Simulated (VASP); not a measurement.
Write the native input for VASP 6.6.1 that does the following.

```
Task                   : single point
Functional             : PBE
Potentials or basis    : VASP PAW PBE potentials, release 64 (Fe)
Cutoff                 : 520 eV
k mesh                 : 15 × 15 × 15
Occupations            : methfessel-paxton, width 1 eV
Spin                   : collinear spin, ferromagnetic start
Starting moments       : [2.208] μB
Dipole correction      : no
Further INCAR settings : ALGO = Normal; EDIFF = 1e-06; NBANDS = 14
```

The structure of Fe lies in POSCAR:

```
Fe
1.0
   -1.4163059769      1.4163059769      1.4163059769
    1.4163059769     -1.4163059769      1.4163059769
    1.4163059769      1.4163059769     -1.4163059769
Fe
1
Direct
    0.0000000000      0.0000000000      0.0000000000
```

The input as run:

INCAR

```
SYSTEM = Fe
PREC     = Accurate       ! precision mode
ENCUT    = 520            ! plane-wave cutoff, eV
EDIFF    = 1E-6           ! SCF threshold, eV
ISMEAR   = 1              ! smearing method
SIGMA    = 1.0            ! smearing width, eV
LREAL    = .FALSE.        ! projectors in reciprocal space
LASPH    = .TRUE.         ! aspherical terms in the spheres
NELM     = 150            ! most SCF steps
ALGO     = Normal         ! electronic algorithm
ISIF     = 2              ! what is computed and relaxed
LWAVE    = .FALSE.        ! write WAVECAR
LCHARG   = .FALSE.        ! write CHGCAR
ISPIN    = 2              ! spin polarisation
MAGMOM   = 2.208          ! initial moments
LORBIT   = 11             ! projections on sites
LMAXMIX  = 4              ! l up to which the mixer works
GGA      = PE             ! functional
NBANDS   = 14             ! bands
```

KPOINTS

```
Automatic mesh
0
G
  15 15 15
  0 0 0
```

Potentials or basis: VASP PAW PBE potentials, release 64 (Fe).

Launch:

```console
$ cat potpaw_PBE.64/Fe/POTCAR > POTCAR
$ mpirun -np 1 vasp_std > vasp.out
```

Results of the run:

* Pressure: -1.2 GPa
* Net moment: 2.21 μB per cell
* Site moments: Fe +2.21 μB
* Valence electrons inside the program's atomic spheres: Fe 7.27

Caveat: so wide a smearing shifts energies and pressures.

It took 55 s on 1 thread of Intel Xeon 8259CL, on a shared host, peak memory 0.14 GiB.
